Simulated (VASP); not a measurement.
# SiO2 (I-42d) in VASP: notebook, part 2 of 2

VASP 6.6.1.

## Step 5: Single point, PBE

This run uses another cell than the first one, of 7.99 Å³/atom, 0.752 times its volume.

File INCAR:

```
SYSTEM = SiO2
ALGO = Normal ; EDIFF = 1E-6
ENCUT = 520 ; GGA = PE
ISIF = 2 ; ISMEAR = 0
LASPH = .True. ; LCHARG = .True.
LELF = .True. ; LREAL = .False.
LVHAR = .True. ; LWAVE = .False.
NBANDS = 25 ; NELM = 100
PREC = Accurate ; SIGMA = 0.02
```

File KPOINTS:

```
k-points
0
Gamma
  10 10 10
  0 0 0
```

File POSCAR:

```
SiO2
1.0
   -1.7451286521      1.7451286521      3.9353087405
    1.7451286521     -1.7451286521      3.9353087405
    1.7451286521      1.7451286521     -3.9353087405
Si O
2 4
Direct
    0.0000000000      0.0000000000      0.0000000000
    0.7500000000      0.2500000000      0.5000000000
    0.3750000000      0.3817246710      0.5067246710
    1.1317246710      0.6250000000      1.0067246710
    0.6182753290      0.1250000000     -0.0067246710
    0.8750000000     -0.1317246710      0.4932753290
```

Potentials or basis: VASP PAW PBE potentials, release 64 (Si, O).

Started as:

```bash
> cat potpaw_PBE.64/Si/POTCAR potpaw_PBE.64/O/POTCAR > POTCAR
> mpirun -np 1 vasp_std > vasp.out
```

OUTCAR:

```text
SYSTEM = SiO2
   EDIFF = 1E-6
   ENCUT = 520
   GGA = PE
   ISIF = 2
   ISMEAR = 0
   LASPH = .True.
   LREAL = .False.
   NELM = 100
   PREC = Accurate

 ion  position               nearest neighbor table
   1  0.000  0.000  0.000-   3 1.59   4 1.59   5 1.59   6 1.59   2 2.63   2 2.63   2 2.63   2 2.63

   2  0.750  0.250  0.500-   4 1.59   3 1.59   6 1.59   5 1.59   1 2.63   1 2.63   1 2.63   1 2.63

   3  0.375  0.382  0.507-   2 1.59   1 1.59
[... 884 lines left out ...]
  -------------------------------------------------------------------------------------
  Total       18.1536387     18.1536387     18.3637094      0.0000000      0.0000000      0.0000000
  in kB      606.7091857    606.7091857    613.7299170      0.0000000      0.0000000      0.0000000
  external PRESSURE =     609.0494295 kB  Pullay stress =       0.0000000 kB

 VOLUME and BASIS-vectors are now :
 -----------------------------------------------------------------------------
  energy-cutoff  :      520.00
  volume of cell :       47.94
      direct lattice vectors                 reciprocal lattice vectors
    -1.745128652  1.745128652  3.935308741     0.000000000  0.286511828  0.127054834
     1.745128652 -1.745128652  3.935308741     0.286511828  0.000000000  0.127054834
     1.745128652  1.745128652 -3.935308741     0.286511828  0.286511828  0.000000000

 POSITION                                       TOTAL-FORCE (eV/Angst)
 -----------------------------------------------------------------------------------
      0.00000      0.00000      0.00000         0.000000     -0.000000      0.000000
      0.00000      1.74513      1.96765         0.000000     -0.000000     -0.000000
      0.89604      0.87256      0.98383         0.058461     -0.000000     -0.000000
      0.87256     -0.84909      2.95148         0.000000      0.058461     -0.000000
      0.87256      2.59422     -0.98383         0.000000     -0.058461      0.000000
      0.84909      0.87256      4.91914        -0.058461     -0.000000      0.000000
 -----------------------------------------------------------------------------------
    total drift:                               -0.000000     -0.000000     -0.000001

  FREE ENERGIE OF THE ION-ELECTRON SYSTEM (eV)
  ---------------------------------------------------
  free  energy   TOTEN  =       -43.2974844058 eV

  energy  without entropy=      -43.2974844058  energy(sigma->0) =      -43.29748441
```

stdout:

```text
POSCAR found type information on POSCAR SiO
 POSCAR found :  2 types and       6 ions
 scaLAPACK will be used
 LDA part: xc-table for (Slater+PW92), standard interpolation
 POSCAR, INCAR and KPOINTS ok, starting setup
 FFT: planning ... GRIDC
 FFT: planning ... GRID_SOFT
 FFT: planning ... GRID
 WAVECAR not read
 entering main loop
```

Run time: 4.6 min. Hardware: 1 thread of AMD EPYC 7R13, shared host; peak memory 0.22 GiB.

Results:

- Free energy: -43.2975 eV
- Pressure: 60.9 GPa
- Largest force: 0.058 eV/Å
- Band gap on the k mesh: 5.96 eV, indirect (least direct gap 6.32 eV)

Forces in eV/Å, atoms in the order of the input:
```
Si   0.000  0.000  0.000
Si   0.000  0.000  0.000
O    0.058  0.000  0.000
O    0.000  0.058  0.000
O    0.000 -0.058  0.000
O   -0.058  0.000  0.000
```

Stress tensor (GPa, compression positive):
```
60.67  0.00  0.00
 0.00 60.67  0.00
 0.00  0.00 61.37
```

A k mesh can miss the band edges.

## Step 6: Relaxation of cell and atoms, PBE, target pressure 3 GPa, at which the enthalpy is minimised

This run uses another cell than the first one, of 15.09 Å³/atom, 1.420 times its volume.

File INCAR:

```
SYSTEM = SiO2
ALGO = Normal ; EDIFF = 1E-6
EDIFFG = -0.008 ; ENCUT = 600
GGA = PE ; IBRION = 2
ISIF = 3 ; ISMEAR = 0
LASPH = .TRUE. ; LCHARG = .FALSE.
LREAL = .FALSE. ; LWAVE = .FALSE.
NELM = 100 ; NSW = 70
PREC = Accurate ; PSTRESS = 30.0
SIGMA = 0.02
```

File KPOINTS:

```
k-points
0
G
  6 6 6
  0 0 0
```

File POSCAR:

```
SiO2
1.0
   -2.4897267319      2.4897267319      3.6515192722
    2.4897267319     -2.4897267319      3.6515192722
    2.4897267319      2.4897267319     -3.6515192722
Si O
2 4
Direct
    0.0000000000      0.0000000000      0.0000000000
    0.7500000000      0.2500000000      0.5000000000
    0.3750000000      0.2174786205      0.3424786205
    0.9674786205      0.6250000000      0.8424786205
    0.7825213795      0.1250000000      0.1575213795
    0.8750000000      0.0325213795      0.6575213795
```

Potentials or basis: VASP PAW PBE potentials, release 64 (Si, O).

Started as:

```bash
> cat potpaw_PBE.64/Si/POTCAR potpaw_PBE.64/O/POTCAR > POTCAR
> mpirun -np 1 vasp_std > vasp.out
```

Wall time 16 min (1 thread of AMD EPYC 7R13, shared host); peak memory 0.26 GiB.

The run converged. Its results:

```
Free energy                                            : -47.4143 eV
Relaxed volume                                         : 13.87 Å³/atom
Relaxed cell                                           : a = 4.977 Å, b = 4.977 Å, c = 4.977 Å, α = 122.75°, β = 122.75°, γ = 85.29°
Space group after relaxing (to 0.05 Å)                 : I-42d (No. 122)
Energy change on relaxing (the enthalpy is what falls) : +8.9 meV/atom
Ionic steps                                            : 16
Pressure after relaxing                                : 3.0 GPa
Band gap on the k mesh                                 : 6.11 eV, direct
```

The path:
```csv
step,energy change (eV),largest force (eV/Å),pressure (GPa),volume (Å³)
1,0.0000,0.2803,4.45,90.54
2,-0.0336,0.0018,0.27,92.34
3,-0.0244,0.1399,2.31,91.43
4,-0.0238,0.1333,2.33,91.05
5,-0.0207,0.1080,2.30,89.92
6,-0.0058,0.0204,1.99,87.69
7,0.0776,0.2928,0.39,83.35
8,0.0173,0.0736,1.59,85.91
9,0.0419,0.0894,3.90,84.34
10,0.0351,0.0530,3.41,84.68
11,0.0370,0.0504,3.41,84.46
12,0.0446,0.0431,3.42,83.80
13,0.0690,0.0234,3.42,82.46
14,0.0568,0.0318,3.45,83.05
15,0.0456,0.1052,1.67,83.78
16,0.0532,0.0002,3.00,83.23
```

Final structure:
```
Si O
1.0
    -2.38413    2.38413    3.66059
     2.38413   -2.38413    3.66059
     2.38413    2.38413   -3.66059
Si O
2 4
Direct
  0.00000 0.00000 0.00000
  0.75000 0.25000 0.50000
  0.37500 0.25450 0.37950
  0.00450 0.62500 0.87950
  0.74550 0.12500 0.12050
  0.87500 0.99550 0.62050
```

Levels at points of the mesh, in eV from the valence-band top:
```tsv
k point	band 12	band 13	band 14	band 15	band 16	band 17	band 18	band 19	band 20
(0.00, 0.00, 0.00)	-1.26	-1.18	-1.05	0.00	0.00	6.11	8.72	11.61	11.69
(0.50, 0.00, 0.00)	-1.36	-1.18	-0.63	-0.20	-0.19	8.46	9.42	10.13	10.28
(0.50, 0.50, 0.00)	-1.79	-0.66	-0.66	-0.18	-0.18	9.62	9.62	10.25	10.25
(0.50, 0.50, 0.50)	-1.82	-1.45	-1.45	-0.09	-0.09	9.17	9.17	9.64	9.64
```

Caveat: the cell is relaxed towards a set pressure, so the enthalpy falls and the energy may rise. A k mesh can miss the band edges.

## Step 7: Summary

```tsv
task	cell	k mesh	cutoff (eV)	gap on the mesh (eV)	pressure (GPa)	largest force (eV/Å)
single point	a = 4.784 Å, angles 129.4, 129.4, 74.4°, 6 atoms	8 × 8 × 8	520	6.36	15.4	0.03
single point	a = 4.842 Å, angles 125.1, 125.1, 81.4°, 6 atoms	8 × 8 × 8	520	6.34	8.3	0.02
single point	a = 4.645 Å, angles 135.9, 135.9, 64.2°, 6 atoms	10 × 10 × 10	520	5.96	60.9	0.06
relaxation of cell and atoms	relaxed to 3 GPa from a = 5.073 Å, angles 121.2, 121.2, 87.9°, 6 atoms	6 × 6 × 6	600	6.11	3.0	-
```

Alike in all rows: level PBE; potentials or basis VASP PAW PBE potentials, release 64 (Si, O); no spin polarisation; smearing gaussian 0.02 eV.

Caveats: the cell is relaxed towards a set pressure, so the enthalpy falls and the energy may rise (some runs).

Total energies depend on the potentials used, so only differences within one code and one set of settings carry meaning.
